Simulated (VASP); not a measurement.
Write the native input for VASP 6.6.1 that does the following.

```
Task                   : relaxation of cell and atoms
Functional             : PBE
Potentials or basis    : VASP PAW PBE potentials, release 64 (Ru_pv)
Cutoff                 : 600 eV
k mesh                 : 18 × 18 × 18
Occupations            : gaussian, width 0.1 eV
Spin                   : no spin polarisation
Dipole correction      : no
Further INCAR settings : ALGO = Fast; EDIFF = 1e-07; IBRION = 2; EDIFFG = -0.01; NSW = 100; ISIF = 3
```

The structure of Ru lies in POSCAR:

```
Ru
1.0
   -2.3637446042      2.3637446042      1.3825878557
    2.3637446042     -2.3637446042      1.3825878557
    2.3637446042      2.3637446042     -1.3825878557
Ru
2
Direct
    0.0000000000      0.0000000000      0.0000000000
    0.7500000000      0.2500000000      0.5000000000
```

These files were run (other wordings do the same):

INCAR

```
SYSTEM = Ru
ALGO = Fast
EDIFF = 1E-7
EDIFFG = -0.01
ENCUT = 600
GGA = PE
IBRION = 2
ISIF = 3
ISMEAR = 0
LASPH = .TRUE.
LCHARG = .FALSE.
LREAL = .FALSE.
LWAVE = .FALSE.
NELM = 60
NSW = 100
PREC = Accurate
SIGMA = 0.1
```

KPOINTS

```
k-points
0
G
  18 18 18
  0 0 0
```

Potentials or basis: VASP PAW PBE potentials, release 64 (Ru_pv).

Run with:

```bash
$ cat potpaw_PBE.64/Ru_pv/POTCAR > POTCAR
$ mpirun -np 1 vasp_std > vasp.out
```

It gave:

* Relaxed volume: 15.50 Å³/atom
* Relaxed cell: a = 3.617 Å, b = 3.617 Å, c = 3.617 Å, α = 98.49°, β = 98.49°, γ = 134.80°
* Space group after relaxing (to 0.1 Å): I4_1/amd (No. 141)
* Energy gained by relaxing: 0.3 meV/atom
* Ionic steps: 5
* Pressure after relaxing: 0.0 GPa
* Band gap on the k mesh: zero (bands 14 and 15 overlap by 1.58 eV)

Run time: 44 min on 1 thread of Intel Xeon 8259CL, with other jobs on the host, peak memory 0.4 GiB.
